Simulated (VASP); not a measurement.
A run of VASP 6.6.1 is set up as follows.

Contents of INCAR:

```
PREC     = Accurate       # precision mode
ENCUT    = 520            # plane-wave cutoff, eV
EDIFF    = 1E-6           # SCF threshold, eV
ISMEAR   = 0              # smearing method
SIGMA    = 0.1            # smearing width, eV
LREAL    = False          # projectors in reciprocal space
LASPH    = True           # aspherical terms in the spheres
NELM     = 100            # most SCF steps
ALGO     = Normal         # electronic algorithm
ISIF     = 2              # what is computed and relaxed
LWAVE    = False          # write WAVECAR
LCHARG   = True           # write CHGCAR
GGA      = PE             # functional
LELF     = True           # ELF
LVHAR    = True         
NBANDS   = 31             # bands
```

KPOINTS

```
Automatic mesh
0
Gamma
  4 2 4
```

The input POSCAR:

```
Al3GaAs4
1.0
    4.0552462000      0.0000000000      0.0000000000
    0.0000000000      8.1095034000      0.0000000000
    0.0000000000      0.0000000000      5.7294873000
Al Ga As
3 1 4
Direct
    0.0000000000      0.0000000000      0.0003480000
    0.5000000000      0.2497310000      0.5000120000
    0.5000000000      0.7502690000      0.5000120000
    0.0000000000      0.5000000000      0.9998420000
    0.0000000000      0.7507960000      0.7491330000
    0.5000000000      0.0000000000      0.2498820000
    0.0000000000      0.2492040000      0.7491330000
    0.5000000000      0.5000000000      0.2516390000
```

Potentials or basis: VASP PAW PBE potentials, release 64 (Al, Ga_d, As).

The run is started by

```console
$ cat potpaw_PBE.64/Al/POTCAR potpaw_PBE.64/Ga_d/POTCAR potpaw_PBE.64/As/POTCAR > POTCAR
$ mpirun -np 1 vasp_std > vasp.out
```

**Question.** What does it give for the band gap on the k mesh?

**Answer.** 1.30 eV, direct.

**Question.** Predict the largest force.

**Answer.** 0.016 eV/Å.

**Question.** Estimate the pressure.

**Answer.** 0.2 GPa.

Forces in eV/Å, atoms in the order of the input:
```
Al   0.000  0.000 -0.003
Al   0.000  0.006  0.000
Al   0.000 -0.006  0.000
Ga   0.000  0.000  0.002
As   0.000 -0.004 -0.009
As   0.000  0.000  0.003
As   0.000  0.004 -0.009
As   0.000  0.000  0.016
```

A k mesh can miss the band edges.
